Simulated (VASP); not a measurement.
# Sb (R-3m) in VASP: further runs, part 2 of 2

VASP 6.6.1. Earlier steps stand in the parts before.

## (4) Single point, PBEsol (strain -0.050 along x and y, +0.000 along z)

The input, INCAR:

```
SYSTEM = Sb
PREC = Accurate
ENCUT = 520
EDIFF = 1E-6
ISMEAR = 0
SIGMA = 0.15
LREAL = .False.
LASPH = .True.
NELM = 60
ALGO = Normal
ISIF = 2
LWAVE = .False.
LCHARG = .False.
GGA = PS
NBANDS = 12
```

The input, KPOINTS:

```
Automatic mesh
0
Gamma
  12 12 12
  0 0 0
```

The input, POSCAR:

```
Sb
1.0
    2.0430703154      1.1795671966      3.7440000000
   -2.0430703154      1.1795671966      3.7440000000
    0.0000000000     -2.3591343931      3.7440000000
Sb
2
Direct
    0.2336400000      0.2336400000      0.2336400000
    0.7663600000      0.7663600000      0.7663600000
```

On the command line:

```sh
$ cat potpaw_PBE.64/Sb/POTCAR > POTCAR
$ mpirun -np 1 vasp_std > vasp.out
```

Wall time 60 s (1 thread of AMD EPYC 9R45 (Zen 5), shared host); peak memory 0.24 GiB.

Results (log left out):

| Item | Value |
| --- | --- |
| Free energy | -8.9291 eV |
| Pressure | 8.8 GPa |
| Largest force | 0.934 eV/Å |
| Band gap on the k mesh | zero (bands 5 and 6 overlap by 0.59 eV) |

Forces on the atoms (eV/Å):
```
Sb   0.000  0.000  0.934
Sb   0.000  0.000 -0.934
```

Stress tensor (GPa, compression positive):
```
9.82 0.00 0.00
0.00 9.82 0.00
0.00 0.00 6.73
```

Levels at points of the mesh, in eV from the Fermi level:
```
           k point  band 2  band 3  band 4  band 5  band 6  band 7  band 8  band 9
(0.00, 0.00, 0.00)   -4.30   -2.74   -1.76   -1.76    2.09    2.88    2.88    5.23
(0.50, 0.00, 0.00)  -10.11   -2.35   -2.16   -0.42   -0.15   -0.03    0.52    7.09
(0.50, 0.50, 0.00)   -8.26   -5.99   -4.42   -3.94    1.15    5.42    6.06    7.64
(0.50, 0.50, 0.50)   -9.58   -1.25   -1.25    0.07    0.30    0.30    1.71    6.92
```

Caveat: the cell differs from its parent crystal (strain -0.050 along x and y, +0.000 along z); the cell stands under pressure; the PAW data sets were made with another functional, which shifts forces and pressure a little; spin-orbit coupling is left out, which moves the levels of the heavy elements.

## (5) Single point, PBEsol (strain -0.050 along x and y, +0.025 along z)

The input, INCAR:

```
PREC = Accurate
ENCUT = 520
EDIFF = 1E-6
ISMEAR = 0
SIGMA = 0.15
LREAL = False
LASPH = True
NELM = 60
ALGO = Normal
ISIF = 2
LWAVE = False
LCHARG = True
GGA = PS
LELF = True
LVHAR = True
NBANDS = 12
```

The input, KPOINTS:

```
Automatic mesh
0
Gamma
  12 12 12
```

The input, POSCAR:

```
Sb
1.0
    2.0430703154      1.1795671966      3.8376000000
   -2.0430703154      1.1795671966      3.8376000000
    0.0000000000     -2.3591343931      3.8376000000
Sb
2
Direct
    0.2336400000      0.2336400000      0.2336400000
    0.7663600000      0.7663600000      0.7663600000
```

Potentials or basis: VASP PAW PBE potentials, release 64 (Sb).

On the command line:

```sh
$ cat potpaw_PBE.64/Sb/POTCAR > POTCAR
$ mpirun -np 1 vasp_std > vasp.out
```

OUTCAR:

```text
PREC = Accurate
   ENCUT = 520
   EDIFF = 1E-6
   ISMEAR = 0
   LREAL = False
   LASPH = True
   NELM = 60
   ISIF = 2
   GGA = PS

 ion  position               nearest neighbor table
   1  0.234  0.234  0.234-   2 2.82   2 2.82   2 2.82   2 3.29   2 3.29   2 3.29
   2  0.766  0.766  0.766-   1 2.82   1 2.82   1 2.82   1 3.29   1 3.29   1 3.29

  LATTYP: Found a trigonal (rhomboedric) cell.
 ALAT       =     4.5047407079
 COS(alpha) =     0.5886068775

  Lattice vectors:

 A1 = (   2.0430703154,   1.1795671966,   3.8376000000)
 A2 = (  -2.0430703154,   1.1795671966,   3.8376000000)
 A3 = (   0.0000000000,  -2.3591343931,   3.8376000000)

Analysis of symmetry for initial positions (statically):
=====================================================================
 Subroutine PRICEL returns:
 Original cell was already a primitive cell.

 Routine SETGRP: Setting up the symmetry group for a
 trigonal (rhombohedral) supercell.

 Subroutine GETGRP returns: Found 12 space group operations
 (whereof 12 operations were pure point group operations)
 out of a pool of 12 trial point group operations.

[... 175 lines left out ...]
      4       6.6401      2.00000
      5       6.6401      2.00000
      6      10.3468      0.00000
      7      11.0796      0.00000
      8      11.0796      0.00000
      9      13.5277      0.00000
     10      13.6028      0.00000
     11      13.6028      0.00000
     12      14.6365      0.00000
[... 331 lines left out ...]
 k-point    24 :      -0.4167    0.1667    0.0000
  band No.  band energies     occupation
      1      -2.3475      2.00000
      2      -1.5109      2.00000
      3       4.1659      2.00000
      4       5.4198      2.00000
      5       6.3461      2.00000
      6       8.7552      0.00000
      7       9.6497      0.00000
      8      11.5445      0.00000
      9      14.4230      0.00000
     10      15.9558      0.00000
     11      16.5159      0.00000
     12      17.4391      0.00000

 [... further k-points ...]

------------------------ aborting loop because EDIFF is reached ----------------------------------------

  FORCE on cell =-STRESS in cart. coord.  units (eV):
  Direction    XX          YY          ZZ          XY          YZ          ZX
  --------------------------------------------------------------------------------------
  -------------------------------------------------------------------------------------
  Total        2.6652058      2.6652058      1.5974307      0.0000000      0.0000000      0.0000000
  in kB       76.9527902     76.9527902     46.1227983      0.0000000      0.0000000      0.0000000
  external PRESSURE =      66.6761262 kB  Pullay stress =       0.0000000 kB

 VOLUME and BASIS-vectors are now :
 -----------------------------------------------------------------------------
  energy-cutoff  :      520.00
  volume of cell :       55.49
      direct lattice vectors                 reciprocal lattice vectors
     2.043070315  1.179567197  3.837600000     0.244729707  0.141294762  0.086859843
    -2.043070315  1.179567197  3.837600000    -0.244729707  0.141294762  0.086859843
     0.000000000 -2.359134393  3.837600000     0.000000000 -0.282589525  0.086859843

 POSITION                                       TOTAL-FORCE (eV/Angst)
 -----------------------------------------------------------------------------------
      0.00000      0.00000      2.68985         0.000000      0.000000      0.756790
      0.00000      0.00000      8.82295         0.000000     -0.000000     -0.756790
 -----------------------------------------------------------------------------------
    total drift:                                0.000000     -0.000000      0.000000

  FREE ENERGIE OF THE ION-ELECTRON SYSTEM (eV)
  ---------------------------------------------------
  free  energy   TOTEN  =        -8.9768249281 eV

  energy  without entropy=       -8.9708421498  energy(sigma->0) =       -8.97383354
```

OSZICAR:

```text
N       E                     dE             d eps       ncg     rms          rms(c)
DAV:   1     0.346999229709E+02    0.34700E+02   -0.36087E+03  4536   0.662E+02
DAV:   2    -0.709320258024E+01   -0.41793E+02   -0.40275E+02  5848   0.110E+02
DAV:   3    -0.898573663779E+01   -0.18925E+01   -0.18706E+01  5604   0.257E+01
DAV:   4    -0.900224194623E+01   -0.16505E-01   -0.16499E-01  5228   0.285E+00
DAV:   5    -0.900242671314E+01   -0.18477E-03   -0.18476E-03  5632   0.334E-01    0.337E+00
DAV:   6    -0.898594301054E+01    0.16484E-01   -0.39778E-03  5184   0.329E-01    0.205E+00
DAV:   7    -0.897681147577E+01    0.91315E-02   -0.91149E-03  5096   0.500E-01    0.505E-02
DAV:   8    -0.897681989450E+01   -0.84187E-05   -0.27044E-04  5264   0.105E-01    0.166E-02
DAV:   9    -0.897682518675E+01   -0.52922E-05   -0.13193E-05  5564   0.220E-02    0.819E-03
DAV:  10    -0.897682492808E+01    0.25867E-06   -0.80064E-07  3776   0.522E-03
   1 F= -.89768249E+01 E0= -.89738335E+01  d E =-.598278E-02
```

Run time: 62 s. Hardware: 1 thread of AMD EPYC 9R45 (Zen 5), shared host; peak memory 0.24 GiB.

Results:

```
Free energy            : -8.9768 eV
Pressure               : 6.7 GPa
Largest force          : 0.757 eV/Å
Band gap on the k mesh : zero (bands 5 and 6 overlap by 0.62 eV)
```

Forces in eV/Å, atoms in the order of the input:
```
Sb   0.000  0.000  0.757
Sb   0.000  0.000 -0.757
```

Caveat: the cell differs from its parent crystal (strain -0.050 along x and y, +0.025 along z); the cell stands under pressure; the PAW data sets were made with another functional, which shifts forces and pressure a little; spin-orbit coupling is left out, which moves the levels of the heavy elements.

## (6) Single point, PBEsol (strain -0.050 along x and y, +0.050 along z)

The input, INCAR:

```
ALGO = Normal ; EDIFF = 1E-6
ENCUT = 520 ; GGA = PS
ISIF = 2 ; ISMEAR = 0
LASPH = T ; LCHARG = F
LREAL = F ; LWAVE = F
NBANDS = 12 ; NELM = 60
PREC = Accurate ; SIGMA = 0.15
```

The input, KPOINTS:

```
k-points
0
Gamma
  12 12 12
```

The input, POSCAR:

```
Sb
1.0
    2.0430703154      1.1795671966      3.9312000000
   -2.0430703154      1.1795671966      3.9312000000
    0.0000000000     -2.3591343931      3.9312000000
Sb
2
Direct
    0.2336400000      0.2336400000      0.2336400000
    0.7663600000      0.7663600000      0.7663600000
```

Potentials or basis: VASP PAW PBE potentials, release 64 (Sb).

On the command line:

```sh
$ cat potpaw_PBE.64/Sb/POTCAR > POTCAR
$ mpirun -np 1 vasp_std > vasp.out
```

Run time: 60 s. Hardware: 1 thread of AMD EPYC 9R45 (Zen 5), shared host; peak memory 0.24 GiB.

Results (log left out):

- Free energy: -9.0077 eV
- Pressure: 4.8 GPa
- Largest force: 0.564 eV/Å
- Band gap on the k mesh: zero (bands 5 and 6 overlap by 0.86 eV)

Forces in eV/Å, atoms in the order of the input:
```
Sb   0.000  0.000  0.564
Sb   0.000  0.000 -0.564
```

Stress tensor (GPa, compression positive):
```
5.77 0.00 0.00
0.00 5.77 0.00
0.00 0.00 2.72
```

Levels at points of the mesh, in eV from the Fermi level:
```tsv
k point	band 1	band 2	band 3	band 4	band 5	band 6	band 7	band 8	band 9	band 10
(0.00, 0.00, 0.00)	-13.21	-4.71	-2.90	-1.39	-1.39	2.19	2.86	2.86	5.37	5.54
(0.50, 0.00, 0.00)	-10.59	-9.73	-2.46	-1.95	-0.47	-0.16	-0.07	0.73	6.66	7.01
(0.50, 0.50, 0.00)	-10.59	-8.12	-5.66	-4.23	-3.46	1.44	5.02	5.78	6.78	8.72
(0.50, 0.50, 0.50)	-11.86	-9.34	-0.91	-0.91	0.38	0.66	0.66	1.86	6.60	8.60
```

Caveat: the cell differs from its parent crystal (strain -0.050 along x and y, +0.050 along z); the cell stands under pressure; the PAW data sets were made with another functional, which shifts forces and pressure a little; spin-orbit coupling is left out, which moves the levels of the heavy elements.

## (7) Overview

```csv
cell,gap on the mesh (eV),pressure (GPa),largest force (eV/Å)
"a = 4.268 Å, angles 57.2°, 2 atoms",none,13.8,1.25
"a = 4.346 Å, angles 56.1°, 2 atoms",none,11.2,1.10
"a = 4.425 Å, angles 55.0°, 2 atoms",none,8.8,0.93
"a = 4.505 Å, angles 53.9°, 2 atoms",none,6.7,0.76
"a = 4.585 Å, angles 52.9°, 2 atoms",none,4.8,0.56
```

Alike in all rows: task single point; level PBEsol; potentials or basis VASP PAW PBE potentials, release 64 (Sb); no spin polarisation; k mesh 12 × 12 × 12; cutoff (eV) 520; smearing gaussian 0.15 eV.

Caveats: the cell stands under pressure; the PAW data sets were made with another functional, which shifts forces and pressure a little; spin-orbit coupling is left out, which moves the levels of the heavy elements.

Absolute energies hang on the potentials; compare differences alone.
